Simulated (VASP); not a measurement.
Here is a VASP 6.6.1 calculation.

INCAR

```
  PREC = Accurate
  ENCUT = 520
  EDIFF = 1E-6
  ISMEAR = 0
  SIGMA = 0.05
  LREAL = F
  LASPH = T
  NELM = 80
  ALGO = Normal
  ISIF = 2
  LWAVE = F
  LCHARG = F
  LDIPOL = T
  IDIPOL = 3
  DIPOL = 0.5 0.5 0.500
  GGA = PE
  IVDW = 12
  IBRION = 2
  NSW = 70
  EDIFFG = -0.03
```

File KPOINTS:

```
Automatic mesh
0
Gamma
  8 8 1
```

File POSCAR:

```
Si
1.0
    3.8333442603      0.0000000000      0.0000000000
    0.0000000000      3.8333442603      0.0000000000
    0.0000000000      0.0000000000     18.0658755816
Si
4
Selective dynamics
Direct
    0.0000000000      0.5000000000      0.3874708407  F F F
    0.0000000000      0.0000000000      0.4624902802  F F F
    0.5000000000      0.0000000000      0.5375097198  T T T
    0.5000000000      0.5000000000      0.6125291593  T T T
```

Potentials or basis: VASP PAW PBE potentials, release 64 (Si).

Command:

```console
$ cat potpaw_PBE.64/Si/POTCAR > POTCAR
$ mpirun -np 1 vasp_std > vasp.out
```

Predict the dispersion energy per atom.

-0.231 eV.

Predict the band gap on the k mesh.

zero (bands 8 and 9 overlap by 0.68 eV).

Estimate the energy gained by relaxing.

2.4 meV/atom.

Final structure:
```
Si
1.0
     3.83334    0.00000    0.00000
     0.00000    3.83334    0.00000
     0.00000    0.00000   18.06588
Si
4
Direct
  0.00000 0.50000 0.38747
  0.00000 0.00000 0.46249
  0.50000 0.00000 0.54058
  0.50000 0.50000 0.61457
```
